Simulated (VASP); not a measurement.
# Se (Im-3m) in VASP: notebook

The runs below take Se through single point, with PBEsol.

Program: VASP 6.6.1. These are calculated values, not measurements. Logs are shortened: lines on timing, memory, paths and dates and some standing lists are left out, and cuts for length are marked.

## Step 1: The cell of the first run

Symmetry: Im-3m, No. 229, cubic system. The conventional cell has a = 2.967 Å, b = 2.967 Å, c = 2.967 Å, α = 90.00°, β = 90.00°, γ = 90.00°. Within 3.4 Å of Se (site symmetry m-3m) lie 14 Se at 2.57 to 2.97 Å.

This isn't the form of Se at room conditions, which is trigonal, of chains.

## Step 2: Single point, PBEsol (13.06 Å³/atom)

Input file INCAR:

```
SYSTEM = Se
PREC = Accurate ; ENCUT = 520
EDIFF = 1E-6 ; ISMEAR = 0
SIGMA = 0.05 ; LREAL = .False.
LASPH = .True. ; NELM = 60
ALGO = Normal ; ISIF = 2
LWAVE = .False. ; LCHARG = .False.
GGA = PS ; NBANDS = 9
```

Input file KPOINTS:

```
Automatic mesh
0
Gamma
  20 20 20
  0 0 0
```

Input file POSCAR:

```
Se
1.0
   -1.4837009086      1.4837009086      1.4837009086
    1.4837009086     -1.4837009086      1.4837009086
    1.4837009086      1.4837009086     -1.4837009086
Se
1
Direct
    0.0000000000      0.0000000000      0.0000000000
```

Potentials or basis: VASP PAW PBE potentials, release 64 (Se).

On the command line:

```
$ cat potpaw_PBE.64/Se/POTCAR > POTCAR
$ mpirun -np 1 vasp_std > vasp.out
```

OUTCAR:

```text
SYSTEM = Se
   PREC = Accurate
   ENCUT = 520
   EDIFF = 1E-6
   ISMEAR = 0
   LREAL = .False.
   LASPH = .True.
   NELM = 60
   ISIF = 2
   GGA = PS

 ion  position               nearest neighbor table
   1  0.000  0.000  0.000-

  LATTYP: Found a body centered cubic cell.
 ALAT       =     2.9674018172

  Lattice vectors:

 A1 = (  -1.4837009086,   1.4837009086,   1.4837009086)
 A2 = (   1.4837009086,  -1.4837009086,   1.4837009086)
 A3 = (   1.4837009086,   1.4837009086,  -1.4837009086)

Analysis of symmetry for initial positions (statically):
=====================================================================
 Subroutine PRICEL returns:
 Original cell was already a primitive cell.

 Routine SETGRP: Setting up the symmetry group for a
 body centered cubic supercell.

 Subroutine GETGRP returns: Found 48 space group operations
 (whereof 48 operations were pure point group operations)
 out of a pool of 48 trial point group operations.

The static configuration has the point symmetry O_h .

Analysis of symmetry for dynamics (positions and initial velocities):
=====================================================================
 Subroutine PRICEL returns:
 Original cell was already a primitive cell.

 Routine SETGRP: Setting up the symmetry group for a
 body centered cubic supercell.

 Subroutine GETGRP returns: Found 48 space group operations
 (whereof 48 operations were pure point group operations)
 out of a pool of 48 trial point group operations.

The dynamic configuration has the point symmetry O_h .

 Subroutine INISYM returns: Found 48 space group operations
 (whereof 48 operations are pure point group operations),
 and found     1 'primitive' translations

----------------------------------------------------------------------------------------

                                     Primitive cell

  volume of cell :      13.0647

  direct lattice vectors                    reciprocal lattice vectors
    -1.483700909  1.483700909  1.483700909     0.000000000  0.336995143  0.336995143
     1.483700909 -1.483700909  1.483700909     0.336995143  0.000000000  0.336995143
     1.483700909  1.483700909 -1.483700909     0.336995143  0.336995143  0.000000000

  length of vectors
     2.569845357  2.569845357  2.569845357     0.476583102  0.476583102  0.476583102

  position of ions in fractional coordinates (direct lattice)
     0.000000000  0.000000000  0.000000000

  ion indices of the primitive-cell ions
   primitive index   ion index
                 1           1

----------------------------------------------------------------------------------------

 KPOINTS: Automatic mesh

Automatic generation of k-mesh.
 Grid dimensions read from file:
 generate k-points for:   20   20   20

 Generating k-lattice:

  Cartesian coordinates                     Fractional coordinates (reciprocal lattice)
     0.000000000  0.016849757  0.016849757     0.050000000  0.000000000  0.000000000
     0.016849757  0.000000000  0.016849757     0.000000000  0.050000000  0.000000000
     0.016849757  0.016849757  0.000000000     0.000000000  0.000000000  0.050000000

  Length of vectors
     0.023829155  0.023829155  0.023829155

  Shift w.r.t. Gamma in fractional coordinates (k-lattice)
     0.000000000  0.000000000  0.000000000

 Subroutine IBZKPT returns following result:
 ===========================================

 Found    256 irreducible k-points:

 Following reciprocal coordinates:
            Coordinates               Weight
  0.000000  0.000000  0.000000      1.000000
  0.050000  0.000000  0.000000     12.000000
  0.100000  0.000000  0.000000     12.000000
  0.150000  0.000000  0.000000     12.000000
  0.200000  0.000000  0.000000     12.000000
  0.250000  0.000000  0.000000     12.000000
[... 16 lines left out ...]
  0.200000  0.100000  0.000000     48.000000
  0.250000  0.100000  0.000000     48.000000
 [... further k-points ...]
   k-points           NKPTS =    256   k-points in BZ     NKDIM =    256   number of bands    NBANDS=      9
   number of dos      NEDOS =    301   number of ions     NIONS =      1
   total plane-waves  NPLWV =   8000
   dimension x,y,z NGX =    20 NGY =   20 NGZ =   20
   dimension x,y,z NGXF=    40 NGYF=   40 NGZF=   40
   ions per type =               1
   NGX,Y,Z   is equivalent  to a cutoff of  12.94, 12.94, 12.94 a.u.
   NGXF,Y,Z  is equivalent  to a cutoff of  25.88, 25.88, 25.88 a.u.
 SYSTEM =  Se
   PREC   = accura    normal or accurate (medium, high low for compatibility)
   ISTART =      0    job   : 0-new  1-cont  2-samecut
   ICHARG =      2    charge: 1-file 2-atom 10-const
   ISPIN  =      1    spin polarized calculation?
   LNONCOLLINEAR =      F non collinear calculations
   LSORBIT =      F    spin-orbit coupling
   LASPH  =      T    aspherical Exc in radial PAW
   ENCUT  =  520.0 eV  38.22 Ry    6.18 a.u.   4.78  4.78  4.78*2*pi/ulx,y,z
   NELM   =     60;   NELMIN=  2; NELMDL= -5     # of ELM steps
   EDIFF  = 0.1E-05   stopping-criterion for ELM
   LREAL  =      F    real-space projection
   EDIFFG = 0.1E-04   stopping-criterion for IOM
   NSW    =      0    number of steps for IOM
   IBRION =     -1    ionic relax: 0-MD 1-quasi-New 2-CG
   NFREE  =      0    steps in history (QN), initial steepest desc. (CG)
   ISIF   =      2    stress and relaxation
   ISYM   =      2    0-nonsym 1-usesym 2-fastsym
   POTIM  = 0.5000    time-step for ionic-motion
   TEBEG  =    0.0;   TEEND  =   0.0 temperature during run
   PSTRESS=    0.0 pullay stress
   NELECT =       6.0000    total number of electrons
   NUPDOWN=      -1.0000    fix difference up-down
   EMIN   =  10.00;   EMAX   =-10.00  energy-range for DOS
   EFERMI =   0.00;   METHOD = LEGACY
   ISMEAR =     0;   SIGMA  =   0.05  broadening in eV -4-tet -1-fermi 0-gaus
   EFERMI_NEDOS =   21; number of points for ismear=-14 and -15
   IALGO  =     38    algorithm
   IMIX   =      4    mixing-type and parameters
     AMIX     =   0.40;   BMIX     =  1.00
     AMIX_MAG =   1.60;   BMIX_MAG =  1.00
  volume/ion in A,a.u.               =      13.06        88.16
  Fermi-wavevector in a.u.,A,eV,Ry     =   1.263065  2.386846 21.705811  1.595332
  Thomas-Fermi vector in A             =   2.396441
   LORBIT       =      0    0 simple, 1 ext, 2 COOP (PROOUT), +10 PAW based schemes
   GGA     = PS    functional components
   LHFCALC =     F    Hartree Fock is set to
   AEXX    =    0.0000 exact exchange contribution
   IVDW    =     0    specifies the selected vdW correction
   LEPSILON=     F    determine dielectric tensor
   LRPA    =     F    only Hartree local field effects (RPA)
 non-spin polarized calculation
 Gauss-broadening in eV      SIGMA  =   0.05
  energy-cutoff  :      520.00
  volume of cell :       13.06
 maximum number of plane-waves:       370
   NGX =  9   NGY =  9   NGZ =  9

 number of electron       6.0000001 magnetization

 Free energy of the ion-electron system (eV)
  ---------------------------------------------------
  ext. energy  EPLUGINS =         0.00000000
  ---------------------------------------------------
  free energy    TOTEN  =        -2.29742055 eV

  energy without entropy =       -2.29612629  energy(sigma->0) =       -2.29677342

 E-fermi :  12.0768     XC(G=0): -12.8042

 val. band max:       12.0759033449   @ k =  -0.2000   0.3000   0.0500
 cond. band min:      12.0814091161   @ k =  -0.4000   0.4500   0.2000
 fundamental gap:      0.0055057712
 Fermi energy:        12.0768062717

 k-point     1 :       0.0000    0.0000    0.0000
  band No.  band energies     occupation
      1      -9.3308      2.00000
      2      18.0129      0.00000
      3      18.0129      0.00000
      4      18.0129      0.00000
      5      25.5722      0.00000
      6      25.5722      0.00000
      7      25.5722      0.00000
      8      29.1537      0.00000
      9      29.1537      0.00000

 k-point     2 :       0.0500    0.0000    0.0000
  band No.  band energies     occupation
      1      -9.2481      2.00000
      2      17.4103      0.00000
      3      17.7200      0.00000
      4      17.9498      0.00000
      5      25.1449      0.00000
      6      25.4028      0.00000
      7      26.0115      0.00000
      8      28.0299      0.00000
      9      28.5812      0.00000

 k-point     3 :       0.1000    0.0000    0.0000
  band No.  band energies     occupation
      1      -9.0000      2.00000
      2      15.8714      0.00000
      3      17.0004      0.00000
      4      17.7654      0.00000
      5      24.2391      0.00000
      6      24.5845      0.00000
      7      27.1703      0.00000
      8      27.7230      0.00000
      9      28.0006      0.00000

 k-point     4 :       0.1500    0.0000    0.0000
  band No.  band energies     occupation
      1      -8.5875      2.00000
      2      13.8431      0.00000
      3      16.1115      0.00000
      4      17.4767      0.00000
      5      23.2539      0.00000
      6      23.4653      0.00000
      7      27.7275      0.00000
      8      28.0844      0.00000
      9      28.7912      0.00000

 k-point     5 :       0.2000    0.0000    0.0000
  band No.  band energies     occupation
      1      -8.0121      2.00000
      2      11.6240      2.00000
      3      15.2155      0.00000
      4      17.1158      0.00000
      5      22.3344      0.00000
      6      22.4297      0.00000
      7      27.7757      0.00000
      8      28.6659      0.00000
      9      30.7120      0.00000

 k-point     6 :       0.2500    0.0000    0.0000
  band No.  band energies     occupation
      1      -7.2768      2.00000
      2       9.3752      2.00000
      3      14.3944      0.00000
      4      16.7248      0.00000
      5      21.5300      0.00000
      6      21.5517      0.00000
      7      28.1225      0.00000
      8      29.3826      0.00000
      9      32.8502      0.00000
[... 169 lines left out ...]
 k-point    21 :       0.1000    0.1000    0.0000
  band No.  band energies     occupation
      1      -8.3405      2.00000
      2      13.2393      0.00000
      3      15.2562      0.00000
      4      16.7769      0.00000
      5      23.2541      0.00000
      6      23.9565      0.00000
      7      26.8762      0.00000
      8      28.2114      0.00000
      9      30.0901      0.00000

 k-point    22 :       0.1500    0.1000    0.0000
  band No.  band energies     occupation
      1      -7.7662      2.00000
      2      11.4246      2.00000
      3      14.0225      0.00000
      4      16.2550      0.00000
      5      22.6457      0.00000
      6      23.6333      0.00000
      7      26.9455      0.00000
      8      29.2566      0.00000
      9      31.0493      0.00000

 k-point    23 :       0.2000    0.1000    0.0000
  band No.  band energies     occupation
      1      -7.0327      2.00000
      2       9.3892      2.00000
      3      12.9965      0.00000
      4      15.7479      0.00000
      5      21.9953      0.00000
      6      23.3592      0.00000
      7      27.0218      0.00000
      8      30.8364      0.00000
      9      32.0820      0.00000

 k-point    24 :       0.2500    0.1000    0.0000
  band No.  band energies     occupation
      1      -6.1466      2.00000
      2       7.3064      2.00000
      3      12.1849      0.00223
      4      15.2808      0.00000
      5      21.3970      0.00000
      6      23.1071      0.00000
      7      27.3455      0.00000
      8      32.2824      0.00000
      9      33.6005      0.00000

 [... further k-points ...]
[... 5 lines left out ...]
  --------------------------------------------------------------------------------------
  -------------------------------------------------------------------------------------
  Total        6.5239085      6.5239085      6.5239085     -0.0000000      0.0000000     -0.0000000
  in kB      800.0541229    800.0541229    800.0541229     -0.0000000      0.0000000     -0.0000000
  external PRESSURE =     800.0541229 kB  Pullay stress =       0.0000000 kB

 VOLUME and BASIS-vectors are now :
 -----------------------------------------------------------------------------
  energy-cutoff  :      520.00
  volume of cell :       13.06
      direct lattice vectors                 reciprocal lattice vectors
    -1.483700909  1.483700909  1.483700909     0.000000000  0.336995143  0.336995143
     1.483700909 -1.483700909  1.483700909     0.336995143  0.000000000  0.336995143
     1.483700909  1.483700909 -1.483700909     0.336995143  0.336995143  0.000000000

 POSITION                                       TOTAL-FORCE (eV/Angst)
 -----------------------------------------------------------------------------------
      0.00000      0.00000      0.00000        -0.000000      0.000000     -0.000000
 -----------------------------------------------------------------------------------
    total drift:                                0.000000      0.000000     -0.000000

  FREE ENERGIE OF THE ION-ELECTRON SYSTEM (eV)
  ---------------------------------------------------
  free  energy   TOTEN  =        -2.2974205477 eV

  energy  without entropy=       -2.2961262874  energy(sigma->0) =       -2.29677342
```

It took 8.4 s on 1 thread of Intel Xeon 6975P-C (Granite Rapids), shared host; peak memory 0.14 GiB.

What came out:

```yaml
Free_energy: -2.2974 eV
Pressure: 80.0 GPa
Band_gap_on_the_k_mesh: zero (bands 3 and 4 overlap by 12.85 eV)
```

Levels at points of the mesh, in eV from the Fermi level:
| k point | band 1 | band 2 | band 3 | band 4 | band 5 | band 6 | band 7 |
| --- | --- | --- | --- | --- | --- | --- | --- |
| (0.00, 0.00, 0.00) | -21.41 | 5.94 | 5.94 | 5.94 | 13.50 | 13.50 | 13.50 |
| (0.50, 0.00, 0.00) | -14.58 | -11.19 | 0.31 | 3.48 | 7.51 | 7.58 | 20.41 |
| (0.50, 0.50, 0.50) | -8.83 | -5.43 | -5.43 | -5.43 | 1.41 | 1.41 | 27.94 |

Caveat: the cell stands under pressure; the PAW data sets were made with another functional, which shifts forces and pressure a little.

## Step 3: Single point, PBEsol (13.83 Å³/atom)

This run uses another cell than the first one, of 13.83 Å³/atom.

Input file INCAR:

```
PREC = Accurate
ENCUT = 520
EDIFF = 1E-6
ISMEAR = 0
SIGMA = 0.05
LREAL = False
LASPH = True
NELM = 80
ALGO = Normal
ISIF = 2
LWAVE = False
LCHARG = True
GGA = PS
LELF = True
LVHAR = True
NBANDS = 9
```

Input file KPOINTS:

```
Automatic mesh
0
Gamma
  20 20 20
```

Input file POSCAR:

```
Se
1.0
   -1.5122405892      1.5122405892      1.5122405892
    1.5122405892     -1.5122405892      1.5122405892
    1.5122405892      1.5122405892     -1.5122405892
Se
1
Direct
    0.0000000000      0.0000000000      0.0000000000
```

Potentials or basis: VASP PAW PBE potentials, release 64 (Se).

On the command line:

```
$ cat potpaw_PBE.64/Se/POTCAR > POTCAR
$ mpirun -np 1 vasp_std > vasp.out
```

It took 8.2 s on 1 thread of Intel Xeon 6975P-C (Granite Rapids), shared host; peak memory 0.14 GiB.

The run converged. Its results:

```
Free energy            : -2.6326 eV
Pressure               : 60.5 GPa
Band gap on the k mesh : zero (bands 3 and 4 overlap by 11.88 eV)
```

Levels at points of the mesh, in eV from the Fermi level:
```tsv
k point	band 1	band 2	band 3	band 4	band 5	band 6	band 7
(0.00, 0.00, 0.00)	-20.56	5.46	5.46	5.46	13.34	13.34	13.34
(0.50, 0.00, 0.00)	-14.25	-10.49	0.27	3.31	7.38	7.70	19.92
(0.50, 0.50, 0.50)	-9.09	-5.08	-5.08	-5.08	1.81	1.81	27.17
```

Caveat: the cell stands under pressure; the PAW data sets were made with another functional, which shifts forces and pressure a little.

## Step 4: Single point, PBEsol (18.44 Å³/atom)

This run uses another cell than the first one, of 18.44 Å³/atom.

Input file INCAR:

```
SYSTEM = Se
ALGO = Normal ; EDIFF = 1E-7
ENCUT = 520 ; GGA = PS
ISIF = 2 ; ISMEAR = 0
LASPH = .True. ; LCHARG = .False.
LREAL = .False. ; LWAVE = .False.
NBANDS = 9 ; NELM = 60
PREC = Accurate ; SIGMA = 0.05
```

Input file KPOINTS:

```
k-points
0
Gamma
  18 18 18
  0 0 0
```

Input file POSCAR:

```
Se
1.0
   -1.6644361362      1.6644361362      1.6644361362
    1.6644361362     -1.6644361362      1.6644361362
    1.6644361362      1.6644361362     -1.6644361362
Se
1
Direct
    0.0000000000      0.0000000000      0.0000000000
```

On the command line:

```
$ cat potpaw_PBE.64/Se/POTCAR > POTCAR
$ mpirun -np 1 vasp_std > vasp.out
```

Wall time 8 s (1 thread of Intel Xeon 6975P-C (Granite Rapids), shared host); peak memory 0.16 GiB.

Results (log left out):

```
Free energy            : -3.3895 eV
Pressure               : 4.1 GPa
Band gap on the k mesh : zero (bands 3 and 4 overlap by 7.12 eV)
```

Levels at points of the mesh, in eV from the Fermi level:
```csv
k point,band 1,band 2,band 3,band 4,band 5,band 6,band 7
"(0.00, 0.00, 0.00)",-17.09,3.48,3.48,3.48,12.37,12.59,12.59
"(0.50, 0.00, 0.00)",-13.02,-7.52,0.07,2.40,6.90,8.16,17.84
"(0.50, 0.50, 0.50)",-10.12,-3.65,-3.65,-3.65,3.51,3.51,23.65
```

Caveat: the cell stands under pressure; the PAW data sets were made with another functional, which shifts forces and pressure a little.

## Step 5: Summary

```csv
cell,k mesh,gap on the mesh (eV),pressure (GPa)
"a = 2.570 Å, angles 109.5°, 1 atom",20 × 20 × 20,none,80.0
"a = 2.619 Å, angles 109.5°, 1 atom",20 × 20 × 20,none,60.5
"a = 2.883 Å, angles 109.5°, 1 atom",18 × 18 × 18,none,4.1
```

Alike in all rows: task single point; level PBEsol; potentials or basis VASP PAW PBE potentials, release 64 (Se); no spin polarisation; cutoff (eV) 520; smearing gaussian 0.05 eV.

Caveats: the cell stands under pressure; the PAW data sets were made with another functional, which shifts forces and pressure a little.

Absolute energies hang on the potentials; compare differences alone.
